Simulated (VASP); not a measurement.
Wanted: the native input for a VASP 6.6.1 run.

| Item | Value |
| --- | --- |
| Task | single point |
| Functional | BLYP |
| Potentials or basis | VASP PAW PBE potentials, release 64 (Te) |
| Cutoff | 520 eV |
| k mesh | 13 × 13 × 13 |
| Occupations | fermi-dirac, width 0.1 eV |
| Spin | no spin polarisation |
| Dipole correction | no |
| Further INCAR settings | ALGO = Normal; EDIFF = 1e-07; NBANDS = 9 |

The structure of Te lies in POSCAR:

```
Te
1.0
   -1.9466299378      1.9466299378      1.9466299378
    1.9466299378     -1.9466299378      1.9466299378
    1.9466299378      1.9466299378     -1.9466299378
Te
1
Direct
    0.0000000000      0.0000000000      0.0000000000
```

This cell differs from its parent crystal: volume scaled by 0.92.

These files were run (other wordings do the same):

INCAR

```
PREC = Accurate
ENCUT = 520
EDIFF = 1E-7
ISMEAR = -1
SIGMA = 0.1
LREAL = F
LASPH = T
NELM = 60
ALGO = Normal
ISIF = 2
LWAVE = F
LCHARG = F
GGA = B5
ALDAX = 1.0
AGGAX = 1.0
AGGAC = 1.0
ALDAC = 0.0
NBANDS = 9
```

KPOINTS

```
regular mesh
0
Gamma
  13 13 13
```

Potentials or basis: VASP PAW PBE potentials, release 64 (Te).

The run is started by

```console
$ cat potpaw_PBE.64/Te/POTCAR > POTCAR
$ mpirun -np 1 vasp_std > vasp.out
```

It gave:

```
Pressure               : 3.9 GPa
Band gap on the k mesh : zero (band 3 reaches 10.50 eV, above the bottom of band 4 at 5.05 eV)
```

Caveat: the PAW data sets were made with another functional, which shifts forces and pressure a little; spin-orbit coupling is left out, which moves the levels of the heavy elements.

Wall time 32 s on 1 thread of Intel(R) Xeon(R) Platinum 8259CL CPU @ 2.50GHz (Skylake/Cascade Lake) (shared host), peak memory 0.16 GiB.
